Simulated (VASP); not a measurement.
# BiAs (zincblende type) (F-43m) in VASP: a series of runs, part 2 of 2

VASP 6.6.1.

### Step 6. Single point, PBE

INCAR reads:

```
SYSTEM = BiAs
  PREC = Accurate
  ENCUT = 520
  EDIFF = 1E-6
  ISMEAR = -1
  SIGMA = 0.05
  LREAL = .False.
  LASPH = .True.
  NELM = 100
  ALGO = Normal
  ISIF = 2
  LWAVE = .False.
  LCHARG = .False.
  GGA = PE
  NBANDS = 17
```

KPOINTS reads:

```
regular mesh
0
Gamma
  10 10 10
  0 0 0
```

POSCAR reads:

```
BiAs
1.0
    0.0000000000      3.3531471192      3.3531471192
    3.3531471192      0.0000000000      3.3531471192
    3.3531471192      3.3531471192      0.0000000000
As Bi
1 1
Direct
    0.0000000000      0.0000000000      0.0000000000
    0.2500000000      0.2500000000      0.2500000000
```

Potentials or basis: VASP PAW PBE potentials, release 64 (As, Bi_d).

Command:

```
> cat potpaw_PBE.64/As/POTCAR potpaw_PBE.64/Bi_d/POTCAR > POTCAR
> mpirun -np 1 vasp_std > vasp.out
```

OUTCAR:

```text
SYSTEM = BiAs
   PREC = Accurate
   ENCUT = 520
   EDIFF = 1E-6
   ISMEAR = -1
   LREAL = .False.
   LASPH = .True.
   NELM = 100
   ISIF = 2
   GGA = PE

 ion  position               nearest neighbor table
   1  0.000  0.000  0.000-   2 2.90   2 2.90   2 2.90   2 2.90
   2  0.250  0.250  0.250-   1 2.90   1 2.90   1 2.90   1 2.90

  LATTYP: Found a face centered cubic cell.
 ALAT       =     6.7062942384

  Lattice vectors:

 A1 = (   0.0000000000,   3.3531471192,   3.3531471192)
 A2 = (   3.3531471192,   0.0000000000,   3.3531471192)
 A3 = (   3.3531471192,   3.3531471192,   0.0000000000)

Analysis of symmetry for initial positions (statically):
=====================================================================
 Subroutine PRICEL returns:
 Original cell was already a primitive cell.

 Routine SETGRP: Setting up the symmetry group for a
 face centered cubic supercell.

 Subroutine GETGRP returns: Found 24 space group operations
 (whereof 24 operations were pure point group operations)
 out of a pool of 48 trial point group operations.

The static configuration has the point symmetry T_d .

Analysis of symmetry for dynamics (positions and initial velocities):
=====================================================================
 Subroutine PRICEL returns:
 Original cell was already a primitive cell.

 Routine SETGRP: Setting up the symmetry group for a
 face centered cubic supercell.

 Subroutine GETGRP returns: Found 24 space group operations
 (whereof 24 operations were pure point group operations)
 out of a pool of 48 trial point group operations.

The dynamic configuration has the point symmetry T_d .

 Subroutine INISYM returns: Found 24 space group operations
 (whereof 24 operations are pure point group operations),
 and found     1 'primitive' translations

----------------------------------------------------------------------------------------

                                     Primitive cell

  volume of cell :      75.4029

  direct lattice vectors                    reciprocal lattice vectors
     0.000000000  3.353147119  3.353147119    -0.149113648  0.149113648  0.149113648
     3.353147119  0.000000000  3.353147119     0.149113648 -0.149113648  0.149113648
     3.353147119  3.353147119  0.000000000     0.149113648  0.149113648 -0.149113648

  length of vectors
     4.742066133  4.742066133  4.742066133     0.258272415  0.258272415  0.258272415

  position of ions in fractional coordinates (direct lattice)
     0.000000000  0.000000000  0.000000000
     0.250000000  0.250000000  0.250000000

  ion indices of the primitive-cell ions
   primitive index   ion index
                 1           1
                 2           2

----------------------------------------------------------------------------------------

 KPOINTS: regular mesh

Automatic generation of k-mesh.
 Grid dimensions read from file:
 generate k-points for:   10   10   10

 Generating k-lattice:

  Cartesian coordinates                     Fractional coordinates (reciprocal lattice)
    -0.014911365  0.014911365  0.014911365     0.100000000  0.000000000  0.000000000
     0.014911365 -0.014911365  0.014911365     0.000000000  0.100000000  0.000000000
     0.014911365  0.014911365 -0.014911365     0.000000000  0.000000000  0.100000000

  Length of vectors
     0.025827241  0.025827241  0.025827241

  Shift w.r.t. Gamma in fractional coordinates (k-lattice)
     0.000000000  0.000000000  0.000000000

 Subroutine IBZKPT returns following result:
 ===========================================

 Found     47 irreducible k-points:

 Following reciprocal coordinates:
            Coordinates               Weight
  0.000000  0.000000  0.000000      1.000000
  0.100000  0.000000  0.000000      8.000000
  0.200000  0.000000  0.000000      8.000000
  0.300000  0.000000  0.000000      8.000000
  0.400000  0.000000  0.000000      8.000000
  0.500000  0.000000  0.000000      4.000000
[... 16 lines left out ...]
  0.300000  0.300000  0.000000      6.000000
  0.400000  0.300000  0.000000     24.000000
 [... further k-points ...]
   k-points           NKPTS =     47   k-points in BZ     NKDIM =     47   number of bands    NBANDS=     17
   number of dos      NEDOS =    301   number of ions     NIONS =      2
   total plane-waves  NPLWV =  46656
   dimension x,y,z NGX =    36 NGY =   36 NGZ =   36
   dimension x,y,z NGXF=    72 NGYF=   72 NGZF=   72
   ions per type =               1   1
   NGX,Y,Z   is equivalent  to a cutoff of  12.62, 12.62, 12.62 a.u.
   NGXF,Y,Z  is equivalent  to a cutoff of  25.24, 25.24, 25.24 a.u.
 SYSTEM =  BiAs
   PREC   = accura    normal or accurate (medium, high low for compatibility)
   ISTART =      0    job   : 0-new  1-cont  2-samecut
   ICHARG =      2    charge: 1-file 2-atom 10-const
   ISPIN  =      1    spin polarized calculation?
   LNONCOLLINEAR =      F non collinear calculations
   LSORBIT =      F    spin-orbit coupling
   LASPH  =      T    aspherical Exc in radial PAW
   ENCUT  =  520.0 eV  38.22 Ry    6.18 a.u.   8.82  8.82  8.82*2*pi/ulx,y,z
   NELM   =    100;   NELMIN=  2; NELMDL= -5     # of ELM steps
   EDIFF  = 0.1E-05   stopping-criterion for ELM
   LREAL  =      F    real-space projection
[... 7 lines left out ...]
   TEBEG  =    0.0;   TEEND  =   0.0 temperature during run
   PSTRESS=    0.0 pullay stress
   NELECT =      20.0000    total number of electrons
   NUPDOWN=      -1.0000    fix difference up-down
   EMIN   =  10.00;   EMAX   =-10.00  energy-range for DOS
   EFERMI =   0.00;   METHOD = LEGACY
   ISMEAR =    -1;   SIGMA  =   0.05  broadening in eV -4-tet -1-fermi 0-gaus
   EFERMI_NEDOS =   21; number of points for ismear=-14 and -15
   IALGO  =     38    algorithm
   IMIX   =      4    mixing-type and parameters
     AMIX     =   0.40;   BMIX     =  1.00
     AMIX_MAG =   1.60;   BMIX_MAG =  1.00
  volume/ion in A,a.u.               =      37.70       254.42
  Fermi-wavevector in a.u.,A,eV,Ry     =   1.051854  1.987716 15.053449  1.106397
  Thomas-Fermi vector in A             =   2.186914
   LORBIT       =      0    0 simple, 1 ext, 2 COOP (PROOUT), +10 PAW based schemes
   GGA     = PE    functional components
   LHFCALC =     F    Hartree Fock is set to
   AEXX    =    0.0000 exact exchange contribution
   IVDW    =     0    specifies the selected vdW correction
   LEPSILON=     F    determine dielectric tensor
   LRPA    =     F    only Hartree local field effects (RPA)
 non-spin polarized calculation
  energy-cutoff  :      520.00
  volume of cell :       75.40
 maximum number of plane-waves:      2085
   NGX = 17   NGY = 17   NGZ = 17

 number of electron      20.0000008 magnetization

 Free energy of the ion-electron system (eV)
  ---------------------------------------------------
  ext. energy  EPLUGINS =         0.00000000
  ---------------------------------------------------
  free energy    TOTEN  =        -8.14722372 eV

  energy without entropy =       -8.13851165  energy(sigma->0) =       -8.14286768

 E-fermi :   3.4147     XC(G=0):  -8.2277

 val. band max:        3.3638743395   @ k =   0.5000   0.4000   0.0000
 cond. band min:       3.4150429438   @ k =   0.4000   0.3000   0.0000
 fundamental gap:      0.0511686044
 Fermi energy:         3.4147122712

 k-point     1 :       0.0000    0.0000    0.0000
  band No.  band energies     occupation
      1     -19.5302      2.00000
      2     -19.5302      2.00000
      3     -19.5302      2.00000
      4     -19.5130      2.00000
      5     -19.5130      2.00000
      6      -9.4176      2.00000
[... 9 lines left out ...]
     16      10.9558      0.00000
     17      11.8069      0.00000

 k-point     2 :       0.1000    0.0000    0.0000
  band No.  band energies     occupation
      1     -19.5303      2.00000
      2     -19.5297      2.00000
      3     -19.5297      2.00000
      4     -19.5129      2.00000
      5     -19.5129      2.00000
      6      -9.3464      2.00000
[... 9 lines left out ...]
     16      10.4978      0.00000
     17      11.4637      0.00000
[... 421 lines left out ...]
 k-point    24 :       0.4000    0.3000    0.0000
  band No.  band energies     occupation
      1     -19.5360      2.00000
      2     -19.5235      2.00000
      3     -19.5233      2.00000
      4     -19.5147      2.00000
      5     -19.5107      2.00000
      6      -8.2681      2.00000
[... 9 lines left out ...]
     16      12.0875      0.00000
     17      13.3536      0.00000

 [... further k-points ...]
[... 5 lines left out ...]
  --------------------------------------------------------------------------------------
  -------------------------------------------------------------------------------------
  Total        0.0012409      0.0012409      0.0012409     -0.0000000      0.0000000      0.0000000
  in kB        0.0263670      0.0263670      0.0263670     -0.0000000      0.0000000      0.0000000
  external PRESSURE =       0.0263670 kB  Pullay stress =       0.0000000 kB

 VOLUME and BASIS-vectors are now :
 -----------------------------------------------------------------------------
  energy-cutoff  :      520.00
  volume of cell :       75.40
      direct lattice vectors                 reciprocal lattice vectors
     0.000000000  3.353147119  3.353147119    -0.149113648  0.149113648  0.149113648
     3.353147119  0.000000000  3.353147119     0.149113648 -0.149113648  0.149113648
     3.353147119  3.353147119  0.000000000     0.149113648  0.149113648 -0.149113648

 POSITION                                       TOTAL-FORCE (eV/Angst)
 -----------------------------------------------------------------------------------
      0.00000      0.00000      0.00000        -0.000000     -0.000000      0.000000
      1.67657      1.67657      1.67657         0.000000      0.000000     -0.000000
 -----------------------------------------------------------------------------------
    total drift:                                0.000000      0.000000      0.000000

  FREE ENERGIE OF THE ION-ELECTRON SYSTEM (eV)
  ---------------------------------------------------
  free  energy   TOTEN  =        -8.1472237161 eV

  energy  without entropy=       -8.1385116524  energy(sigma->0) =       -8.14286768
```

OSZICAR:

```text
N       E                     dE             d eps       ncg     rms          rms(c)
DAV:   1     0.143100193613E+03    0.14310E+03   -0.10068E+04  1598   0.116E+03
DAV:   2     0.301959516981E+01   -0.14008E+03   -0.13691E+03  1656   0.295E+02
DAV:   3    -0.807962611275E+01   -0.11099E+02   -0.10979E+02  2096   0.896E+01
DAV:   4    -0.835500531927E+01   -0.27538E+00   -0.27526E+00  1851   0.158E+01
DAV:   5    -0.836625429021E+01   -0.11249E-01   -0.11249E-01  2234   0.302E+00    0.245E+00
DAV:   6    -0.814607388770E+01    0.22018E+00   -0.94190E-01  2337   0.420E+00    0.130E+00
DAV:   7    -0.814829827907E+01   -0.22244E-02   -0.67642E-02  1675   0.134E+00    0.708E-01
DAV:   8    -0.814735873619E+01    0.93954E-03   -0.12425E-02  1945   0.862E-01    0.103E-01
DAV:   9    -0.814708159633E+01    0.27714E-03   -0.30730E-03  2045   0.348E-01    0.674E-02
DAV:  10    -0.814718760187E+01   -0.10601E-03   -0.29070E-04  1661   0.113E-01    0.279E-02
DAV:  11    -0.814721866667E+01   -0.31065E-04   -0.79298E-05  1809   0.492E-02    0.756E-03
DAV:  12    -0.814722301932E+01   -0.43526E-05   -0.10157E-05  1779   0.211E-02    0.288E-03
DAV:  13    -0.814722371612E+01   -0.69680E-06   -0.20025E-06  1687   0.602E-03
   1 F= -.81472237E+01 E0= -.81428677E+01  d E =-.871206E-02
```

Run time: 24 s. Hardware: 1 thread of AMD EPYC 9R45 (Zen 5), shared host; peak memory 0.2 GiB.

Results:

```yaml
Free_energy: -8.1472 eV
Pressure: 0.0 GPa
Band_gap_on_the_k_mesh: zero (bands 10 and 11 overlap by 0.74 eV)
```

Levels at points of the mesh, in eV from the Fermi level:
```
           k point  band 7  band 8  band 9  band 10  band 11  band 12  band 13  band 14
(0.00, 0.00, 0.00)   -6.99   -1.55   -1.55    -1.55     0.94     0.94     0.94     3.97
(0.50, 0.00, 0.00)   -9.28   -2.49   -2.38    -2.38     2.03     2.03     4.02     5.89
(0.50, 0.50, 0.00)  -10.37   -3.30   -3.30    -0.50    -0.38     4.64     4.64     6.06
```

Caveat: spin-orbit coupling is left out, which moves the levels of the heavy elements.

### Step 7. Overview

```csv
level,k mesh,gap on the mesh (eV),pressure (GPa)
PBE,3 × 3 × 3,0.21,-1.2
PBE+D3(BJ),3 × 3 × 3,0.21,-2.8
PBE,5 × 5 × 5,none,-0.1
PBE,8 × 8 × 8,none,0.2
PBE,10 × 10 × 10,none,0.0
```

Alike in all rows: task single point; potentials or basis VASP PAW PBE potentials, release 64 (As, Bi_d); no spin polarisation; cell a = 4.742 Å, angles 60.0°, 2 atoms; cutoff (eV) 520; smearing fermi-dirac 0.05 eV.

Caveats: some runs use coarse meshes; spin-orbit coupling is left out, which moves the levels of the heavy elements; an odd mesh through Γ misses points on the zone boundary, where band edges can lie (at least some runs); three body term missing (at least some runs).

Total energies depend on the potentials used, so only differences within one code and one set of settings carry meaning.

The gap in the log of VASP goes by the Fermi energy; the results here count the filled bands.